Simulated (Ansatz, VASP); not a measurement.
**PbSe in VASP and in Ansatz**

The input INCAR:

```
SYSTEM = PbSe
PREC = Accurate ; ENCUT = 520
EDIFF = 1E-6 ; ISMEAR = 0
SIGMA = 0.01 ; LREAL = .False.
LASPH = .True. ; NELM = 60
ALGO = Normal ; ISIF = 2
LWAVE = .False. ; LCHARG = .False.
GGA = PE ; NBANDS = 28
```

File KPOINTS:

```
Automatic mesh
0
Gamma
  6 6 4
  0 0 0
```

Contents of POSCAR:

```
PbSe
1.0
    5.1741442875      0.0000000001      0.0000000000
   -2.5870721438      4.4809403958      0.0000000000
    0.0000000000      0.0000000000      6.2147753187
Pb Se
2 2
Direct
    0.3333333333      0.6666666667     -0.0648967816
    0.6666666667      0.3333333333      0.4351032184
    0.3333333333      0.6666666667      0.4398967816
    0.6666666667      0.3333333333      0.9398967816
```

Input for Ansatz:

```yaml
crystal:
  lattice:
    - [5.1741442875, 1.0e-10, 0.0]
    - [-2.5870721438, 4.4809403958, 0.0]
    - [0.0, 0.0, 6.2147753187]
  atoms:
    - { symbol: Pb, position: [0.3333333333, 0.6666666667, -0.0648967816] }
    - { symbol: Pb, position: [0.6666666667, 0.3333333333, 0.4351032184] }
    - { symbol: Se, position: [0.3333333333, 0.6666666667, 0.4398967816] }
    - { symbol: Se, position: [0.6666666667, 0.3333333333, 0.9398967816] }
kpoints:
  mp_grid: { grid: [6, 6, 4] }
  band_path:
    path:
      - [0.0, 0.0, 0.0]
      - [0.5, 0.0, 0.0]
      - [0.3333333333, 0.3333333333, 0.0]
      - [0.0, 0.0, 0.5]
      - [0.5, 0.0, 0.5]
      - [0.3333333333, 0.3333333333, 0.5]
    npoints: 1
hamiltonian:
  xc: pbe
scf:
  occupations: { method: fixed }
  n_extra_bands: 5
output:
  forces: true
  stress: true
  eigenvalues: true
```

Alike in both runs: task single point; functional PBE; k mesh 6 × 6 × 4; no spin polarisation.

```csv
,VASP,Ansatz
version,VASP 6.6.1,Ansatz 0.2.0
potentials or method,"VASP PAW PBE potentials, release 64 (Pb_d, Se)","plane waves, PAW"
plane-wave cutoff (eV),520,420
occupations,"gaussian, width 0.01 eV",fixed
valence electrons in the cell,40,60
```

VASP gave:

* gap on the k mesh at the Fermi level (eV): 1.17
* pressure (GPa): 0.8
* traceless stress, the component that is largest in VASP (GPa): 0.10
* rms of the force components (eV/Å): 0.005

**Question.** Which values does Ansatz return?

**Answer.** gap on the k mesh at the Fermi level (eV): 1.16; pressure (GPa): 0.8; traceless stress, the component that is largest in VASP (GPa): 0.10; rms of the force components (eV/Å): 0.004.

Atom by atom the forces differ by 0.000 eV/Å (rms over components). VASP's potentials hold 40 valence electrons a cell and Ansatz's 60, so a difference there can come from the potentials and not from the codes.

Neither program's run includes spin-orbit coupling.
